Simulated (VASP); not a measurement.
# Si62B (a cell with a defect) in VASP: a series of runs

Si62B (a cell with a defect) is run at these levels: LDA; tasks: single point.

All numbers are computed with VASP 6.6.1; they aren't measurements. Logs are shortened: lines on timing, memory, paths and dates and some standing lists are left out, and cuts for length are marked.

## (1) The cell of the first run

The cell holds a defect, 63 atoms: a = 10.860 Å, b = 10.860 Å, c = 10.860 Å, α = 90.00°, β = 90.00°, γ = 90.00°.

## (2) Single point, LDA, collinear spin, zero start

INCAR reads:

```
SYSTEM = Si62B
ALGO = Normal
EDIFF = 1E-6
ENCUT = 520
GGA = CA
ISIF = 2
ISMEAR = -1
ISPIN = 2
LASPH = .TRUE.
LCHARG = .TRUE.
LELF = .TRUE.
LORBIT = 11
LREAL = Auto
LVHAR = .TRUE.
LWAVE = .FALSE.
MAGMOM = 0 0 0 0 0 0 0 0 0 0 0 0 0 0 0 0 0 0 0 0 0 0 0 0 0 0 0 0 0 0 0 0 0 0 0 0 0 0 0 0 0 0 0 0 0 0 0 0 0 0 0 0 0 0 0 0 0 0 0 0 0 0 0
NBANDS = 166
NELECT = 249.0
NELM = 150
PREC = Accurate
SIGMA = 0.05
```

KPOINTS reads:

```
k-points
0
G
  1 1 1
  0 0 0
```

POSCAR reads:

```
Si62B
1.0
   10.8600000000      0.0000000000      0.0000000000
    0.0000000000     10.8600000000      0.0000000000
    0.0000000000      0.0000000000     10.8600000000
Si B
62 1
Direct
    0.5019864641     -0.0014672192      0.0004186004
    0.6351691529      0.1149747698      0.1268475138
    0.7516171271      0.2481500921      0.0004179558
    0.8757927256      0.3753524862      0.1243060773
    0.8732257827      0.1150679558      0.3650316759
   -0.0220742173     -0.0063407919      0.0221451197
    0.1226475138      0.1225193370      0.1240616943
    0.2487560773      0.2496157459     -0.0007022099
    0.3761720994      0.3739637201      0.1240246777
    0.5005204420      0.5013757827     -0.0007040516
    0.6276040516      0.6274795580      0.1240659300
    0.7564301105      0.7722081031      0.0221495396
    0.2501253223     -0.0001420810      0.2498160221
    0.3782201657      0.1233348066      0.3732946593
    0.5064833333      0.2436651013      0.2469961326
    0.6268026703      0.3719353591      0.3732998158
    0.7502831492      0.5000186924      0.2498164825
    0.8760569061      0.6274902394      0.3724603131
    0.5064393186     -0.0029505525      0.4936776243
    0.6267943831      0.1233478821      0.6219146409
    0.7530839779      0.2437388582      0.4937078269
    0.8760883057      0.3740297422      0.6239806630
    0.7502825046     -0.0001408840      0.7499802947
    0.8760500000      0.1225280847      0.8774281768
   -0.0010539595      0.5043433702      0.0011566298
    0.1155111418      0.6346357274      0.1285704420
    0.2458102210      0.7511921731      0.0011523941
    0.3747930939      0.8743484346      0.1243064457
   -0.0003325046      0.2481578269      0.2485033149
    0.1255188766      0.3743381215      0.3767267035
    0.2474430939      0.5026951197      0.2484579190
    0.3757978821      0.6246221915      0.3767263352
    0.5019818600      0.7504688766      0.2485041436
    0.6351143646      0.8769056169      0.3649929098
   -0.0003306630     -0.0014695212      0.4981094843
    0.1255135359      0.1267592081      0.6242936464
    0.2525965930      0.2486525783      0.4986156538
    0.3755383978      0.3746031308      0.6245618785
    0.5014854512      0.4975536832      0.4986218232
    0.6233880295      0.6246315838      0.6242967772
    0.7516187845      0.7504667587      0.4981060773
    0.8757934622      0.8743473297      0.6253176796
    0.2474090239     -0.0015042357      0.7526834254
    0.3757926335      0.1267585635      0.8745866483
    0.5014755985      0.2486682320      0.7475261510
    0.6233878453      0.3743465009      0.8745904236
    0.7516472376      0.5027517495      0.7527061694
    0.8715155617      0.6346858195      0.8846534991
   -0.0220659300      0.7721958564      0.2435405157
    0.1226418969      0.8740892265      0.3724566298
    0.0008158379      0.5013937385      0.4995814917
    0.1241611418      0.6259836096      0.6274995396
    0.2487454880      0.7493319521      0.4995759669
    0.3761328729      0.8740583794      0.6239538674
    0.0008186924      0.2496291897      0.7513383057
    0.1241706262      0.3775284530      0.8759379374
    0.2502953959      0.4998468692      0.7498064457
    0.3726208103      0.6259685083      0.8759318600
    0.5005128913      0.7493275322      0.7513308471
    0.6275993554      0.8741003683      0.8774233886
   -0.0010608656      0.7512029466      0.7543218232
    0.1154806630      0.8786202578      0.8846335175
    0.8628325967     -0.1127918048      0.1370176796
```

Potentials or basis: VASP PAW LDA potentials, release 64 (Si, B).

On the command line:

```bash
$ cat potpaw_LDA.64/Si/POTCAR potpaw_LDA.64/B/POTCAR > POTCAR
$ mpirun -np 1 vasp_gam > vasp.out
```

OUTCAR:

```text
SYSTEM = Si62B
   EDIFF = 1E-6
   ENCUT = 520
   GGA = CA
   ISIF = 2
   ISMEAR = -1
   ISPIN = 2
   LASPH = .TRUE.
   LORBIT = 11
   LREAL = Auto
   NELECT = 249.0
   NELM = 150
   PREC = Accurate

 ion  position               nearest neighbor table
   1  0.502  0.999  0.000-  60 2.34  28 2.35   2 2.36  44 2.38
   2  0.635  0.115  0.127-   3 2.36   1 2.36  15 2.37
   3  0.752  0.248  0.000-  24 2.34   4 2.35   2 2.36  46 2.38
   4  0.876  0.375  0.124-   3 2.35  29 2.35  25 2.35  17 2.36
   5  0.873  0.115  0.365-  35 2.36  29 2.36  21 2.37
   6  0.978  0.994  0.022-  63 2.11  24 2.38   7 2.38  62 2.45
   7  0.123  0.123  0.124-  29 2.34  13 2.36   8 2.37   6 2.38
   8  0.249  0.250  0.999-  44 2.35  56 2.36   9 2.36   7 2.37
   9  0.376  0.374  0.124-  10 2.36   8 2.36  31 2.39  15 2.41
  10  0.501  0.501  0.999-  46 2.35  58 2.36   9 2.36  11 2.37
  11  0.628  0.627  0.124-  33 2.34  17 2.36  10 2.37  12 2.38
[... 49 lines left out ...]
  61  0.999  0.751  0.754-  62 2.35  48 2.35  42 2.35  52 2.37
  62  0.115  0.879  0.885-  61 2.35  27 2.35  43 2.41   6 2.45
  63  0.863  0.887  0.137-  12 2.11   6 2.11  49 2.11

  LATTYP: Found a simple cubic cell.
 ALAT       =    10.8600000000

  Lattice vectors:

 A1 = (  10.8600000000,   0.0000000000,   0.0000000000)
 A2 = (   0.0000000000,  10.8600000000,   0.0000000000)
 A3 = (   0.0000000000,   0.0000000000,  10.8600000000)

Analysis of symmetry for initial positions (statically):
=====================================================================
 Subroutine PRICEL returns:
 Original cell was already a primitive cell.

 Routine SETGRP: Setting up the symmetry group for a
 simple cubic supercell.

 Subroutine GETGRP returns: Found  1 space group operations
 (whereof  1 operations were pure point group operations)
 out of a pool of 48 trial point group operations.

The static configuration has the point symmetry C_1 .

Analysis of symmetry for dynamics (positions and initial velocities):
=====================================================================
 Subroutine PRICEL returns:
 Original cell was already a primitive cell.

 Routine SETGRP: Setting up the symmetry group for a
 simple cubic supercell.

 Subroutine GETGRP returns: Found  1 space group operations
 (whereof  1 operations were pure point group operations)
 out of a pool of 48 trial point group operations.

The dynamic configuration has the point symmetry C_1 .

Analysis of structural, dynamic, and magnetic symmetry:
=====================================================================
 Subroutine PRICEL returns:
 Original cell was already a primitive cell.

 Routine SETGRP: Setting up the symmetry group for a
 simple cubic supercell.

 Subroutine GETGRP returns: Found  1 space group operations
 (whereof  1 operations were pure point group operations)
 out of a pool of 48 trial point group operations.

The overall configuration has the point symmetry C_1 .

 Subroutine INISYM returns: Found  1 space group operations
 (whereof  1 operations are pure point group operations),
 and found     1 'primitive' translations

----------------------------------------------------------------------------------------

                                     Primitive cell

  volume of cell :    1280.8241

  direct lattice vectors                    reciprocal lattice vectors
    10.860000000  0.000000000  0.000000000     0.092081031  0.000000000  0.000000000
     0.000000000 10.860000000  0.000000000     0.000000000  0.092081031  0.000000000
     0.000000000  0.000000000 10.860000000     0.000000000  0.000000000  0.092081031

  length of vectors
    10.860000000 10.860000000 10.860000000     0.092081031  0.092081031  0.092081031

[... 172 lines left out ...]
   ISPIN  =      2    spin polarized calculation?
   LNONCOLLINEAR =      F non collinear calculations
   LSORBIT =      F    spin-orbit coupling
   LASPH  =      T    aspherical Exc in radial PAW
   ENCUT  =  520.0 eV  38.22 Ry    6.18 a.u.  20.19 20.19 20.19*2*pi/ulx,y,z
   NELM   =    150;   NELMIN=  2; NELMDL= -5     # of ELM steps
   EDIFF  = 0.1E-05   stopping-criterion for ELM
   LREAL  =      T    real-space projection
   EDIFFG = 0.1E-04   stopping-criterion for IOM
   NSW    =      0    number of steps for IOM
   IBRION =     -1    ionic relax: 0-MD 1-quasi-New 2-CG
   NFREE  =      0    steps in history (QN), initial steepest desc. (CG)
   ISIF   =      2    stress and relaxation
   ISYM   =      2    0-nonsym 1-usesym 2-fastsym
   POTIM  = 0.5000    time-step for ionic-motion
   TEBEG  =    0.0;   TEEND  =   0.0 temperature during run
   PSTRESS=    0.0 pullay stress
   NELECT =     249.0000    total number of electrons
   NUPDOWN=      -1.0000    fix difference up-down
   EMIN   =  10.00;   EMAX   =-10.00  energy-range for DOS
   EFERMI =   0.00;   METHOD = LEGACY
   ISMEAR =    -1;   SIGMA  =   0.05  broadening in eV -4-tet -1-fermi 0-gaus
   EFERMI_NEDOS =   21; number of points for ismear=-14 and -15
   IALGO  =     38    algorithm
   IMIX   =      4    mixing-type and parameters
     AMIX     =   0.40;   BMIX     =  1.00
     AMIX_MAG =   1.60;   BMIX_MAG =  1.00
  volume/ion in A,a.u.               =      20.33       137.20
  Fermi-wavevector in a.u.,A,eV,Ry     =   0.948371  1.792161 12.237175  0.899407
  Thomas-Fermi vector in A             =   2.076553
   LORBIT       =     11    0 simple, 1 ext, 2 COOP (PROOUT), +10 PAW based schemes
   GGA     = CA    functional components
   LHFCALC =     F    Hartree Fock is set to
   AEXX    =    0.0000 exact exchange contribution
   IVDW    =     0    specifies the selected vdW correction
   LEPSILON=     F    determine dielectric tensor
   LRPA    =     F    only Hartree local field effects (RPA)
 spin polarized calculation
  energy-cutoff  :      520.00
  volume of cell :     1280.82
 maximum number of plane-waves:     17229
 NGX is ok and might be reduce to    84
   NGX = 41   NGY = 41   NGZ = 41

 number of electron     248.9999996 magnetization       0.0000105

 number of electron     248.9999996 magnetization      -0.0000049

 Free energy of the ion-electron system (eV)
  ---------------------------------------------------
  ext. energy  EPLUGINS =         0.00000000
  ---------------------------------------------------
  free energy    TOTEN  =      -377.03466646 eV

  energy without entropy =     -376.90025896  energy(sigma->0) =     -376.96746271

 E-fermi :   5.3633     XC(G=0):  -9.4964

 val. band max:        5.2954580857   @ k =   0.0000   0.0000   0.0000
 cond. band min:       6.0360699700   @ k =   0.0000   0.0000   0.0000
 fundamental gap:      0.7406118843
 Fermi energy:         5.3632807870

 spin component 1

 k-point     1 :       0.0000    0.0000    0.0000
  band No.  band energies     occupation
      1      -6.2895      1.00000
      2      -5.2496      1.00000
      3      -5.2495      1.00000
      4      -5.2240      1.00000
      5      -5.2183      1.00000
      6      -5.2183      1.00000
[... 128 lines left out ...]
    135       6.6913      0.00000
    136       6.6914      0.00000
 Fermi energy:         5.3632807870

 spin component 2

 k-point     1 :       0.0000    0.0000    0.0000
  band No.  band energies     occupation
      1      -6.2895      1.00000
      2      -5.2496      1.00000
      3      -5.2495      1.00000
      4      -5.2240      1.00000
      5      -5.2183      1.00000
      6      -5.2183      1.00000
[... 128 lines left out ...]
    135       6.6913      0.00000
    136       6.6914      0.00000
 [bands above 136 left out]

------------------------ aborting loop because EDIFF is reached ----------------------------------------

  FORCE on cell =-STRESS in cart. coord.  units (eV):
  Direction    XX          YY          ZZ          XY          YZ          ZX
  --------------------------------------------------------------------------------------
  -------------------------------------------------------------------------------------
  Total      -40.6943777    -40.6843520    -40.6689728     -0.4334623      0.4556779     -0.4477037
  in kB      -50.9044229    -50.8918818    -50.8726440     -0.5422161      0.5700055     -0.5600307
  external PRESSURE =     -50.8896496 kB  Pullay stress =       0.0000000 kB

 VOLUME and BASIS-vectors are now :
 -----------------------------------------------------------------------------
  energy-cutoff  :      520.00
  volume of cell :     1280.82
      direct lattice vectors                 reciprocal lattice vectors
    10.860000000  0.000000000  0.000000000     0.092081031  0.000000000  0.000000000
     0.000000000 10.860000000  0.000000000     0.000000000  0.092081031  0.000000000
     0.000000000  0.000000000 10.860000000     0.000000000  0.000000000  0.092081031

 POSITION                                       TOTAL-FORCE (eV/Angst)
 -----------------------------------------------------------------------------------
      5.45157     10.84407      0.00455        -0.006857     -0.019096      0.002196
      6.89794      1.24863      1.37756        -0.291218      0.291078      0.018674
      8.16256      2.69491      0.00454         0.019083      0.006649      0.002625
      9.51111      4.07633      1.34996        -0.013007      0.020038      0.013033
      9.48323      1.24964      3.96424        -0.016957      0.291139      0.291723
     10.62027     10.79114      0.24050        -0.019719     -0.097560      0.018786
[... 55 lines left out ...]
      1.25412      9.54182      9.60712         0.012428      0.009557     -0.012521
      9.37036      9.63508      1.48801         1.148804     -1.141163     -1.130923
 -----------------------------------------------------------------------------------
    total drift:                                0.002482     -0.004751     -0.003660

  FREE ENERGIE OF THE ION-ELECTRON SYSTEM (eV)
  ---------------------------------------------------
  free  energy   TOTEN  =      -377.0346664644 eV

  energy  without entropy=     -376.9002589615  energy(sigma->0) =     -376.96746271

 total charge

# of ion       s       p       d       tot
------------------------------------------
    1        0.751   0.939   0.000   1.690
    2        0.792   0.831   0.000   1.623
    3        0.751   0.939   0.000   1.690
    4        0.747   0.952   0.000   1.699
    5        0.792   0.831   0.000   1.623
    6        0.747   0.901   0.000   1.648
[... 55 lines left out ...]
   62        0.754   0.916   0.000   1.670
   63        0.666   0.964   0.000   1.630
--------------------------------------------------
tot         47.233  58.859   0.000 106.092

 magnetization (x)

# of ion       s       p       d       tot
------------------------------------------
    1       -0.000  -0.000   0.000  -0.000
    2        0.000  -0.000   0.000  -0.000
    3        0.000  -0.000   0.000   0.000
    4       -0.000  -0.000   0.000  -0.000
    5       -0.000  -0.000   0.000  -0.000
    6        0.000  -0.000   0.000  -0.000
[... 55 lines left out ...]
   62       -0.000  -0.000   0.000  -0.000
   63        0.000  -0.000   0.000  -0.000
--------------------------------------------------
tot         -0.000  -0.000   0.000  -0.000
```

Wall time 11 min (1 thread of Intel Xeon Platinum 8259CL at 2.50GHz (Skylake/Cascade Lake), shared host); peak memory 0.92 GiB.

What came out:

| Item | Value |
| --- | --- |
| Free energy | -377.0347 eV |
| Largest force | 1.975 eV/Å |
| Net moment | 0.00 μB per cell |
| Valence electrons inside the program's atomic spheres | Si 1.69, 1.62, 1.70, 1.65, 1.67, 1.68 (each value once); B 1.63 |

Forces on the atoms (eV/Å):
```
Si  -0.007 -0.019  0.002
Si  -0.291  0.291  0.019
Si   0.019  0.007  0.003
Si  -0.013  0.020  0.013
Si  -0.017  0.291  0.292
Si  -0.020 -0.098  0.019
Si  -0.026 -0.024 -0.008
Si  -0.016 -0.007  0.038
Si  -0.042  0.042 -0.014
Si   0.007  0.015  0.038
Si   0.024  0.025 -0.008
Si   0.096  0.017  0.017
Si  -0.007 -0.009 -0.010
Si  -0.050  0.015  0.015
Si  -0.105  0.105  0.034
Si  -0.015  0.050  0.014
Si   0.012  0.010 -0.008
Si   0.008  0.026 -0.024
Si  -0.104  0.034  0.104
Si  -0.015  0.015  0.049
Si  -0.034  0.104  0.104
Si   0.013  0.041  0.041
Si   0.012 -0.009  0.010
Si   0.008 -0.023  0.025
Si   0.005 -0.002 -0.005
Si   0.011 -0.011  0.010
Si   0.003 -0.005 -0.005
Si  -0.020  0.013  0.013
Si  -0.003  0.006 -0.019
Si  -0.011  0.016  0.016
Si  -0.018  0.018 -0.025
Si  -0.017  0.010  0.016
Si  -0.006  0.002 -0.019
Si  -0.291  0.018  0.291
Si  -0.003 -0.019  0.006
Si  -0.010  0.016  0.017
Si  -0.018  0.005  0.005
Si  -0.006  0.006  0.006
Si  -0.004  0.018  0.004
Si  -0.016  0.011  0.017
Si   0.019  0.003  0.006
Si  -0.013  0.013  0.019
Si  -0.017 -0.026  0.018
Si  -0.016  0.016  0.010
Si  -0.004  0.005  0.017
Si  -0.016  0.017  0.011
Si   0.025  0.017  0.017
Si  -0.010 -0.013 -0.013
Si  -0.023  0.022 -0.098
Si  -0.026 -0.008 -0.025
Si  -0.039  0.015 -0.007
Si  -0.007  0.005  0.001
Si  -0.016  0.038 -0.007
Si  -0.043 -0.014  0.042
Si  -0.039 -0.007  0.015
Si  -0.007  0.001  0.005
Si   0.004 -0.002 -0.003
Si  -0.002  0.006  0.006
Si   0.007  0.038  0.015
Si   0.023 -0.008  0.024
Si   0.005 -0.005 -0.003
Si   0.012  0.010 -0.013
B    1.149 -1.141 -1.131
```

Levels at points of the mesh, in eV from the Fermi level:
Spin up:
| k point | band 123 | band 124 | band 125 | band 126 | band 127 | band 128 |
| --- | --- | --- | --- | --- | --- | --- |
| (0.00, 0.00, 0.00) | -0.09 | -0.09 | -0.07 | 0.67 | 0.67 | 0.89 |
Spin down:
```tsv
k point	band 121	band 122	band 123	band 124	band 125	band 126	band 127	band 128	band 129	band 130
(0.00, 0.00, 0.00)	-0.85	-0.85	-0.09	-0.09	-0.07	0.67	0.67	0.89	0.89	0.92
```

Caveat: the k points lie up to 0.58 Å⁻¹ apart; the cell carries a net charge on a neutralising background, which shifts energy and pressure; the cell is charged against a uniform background, so pressure and absolute levels hang on convention; no moment was typed at the start, so none could form.

(Part 1 of 4 ends here.)
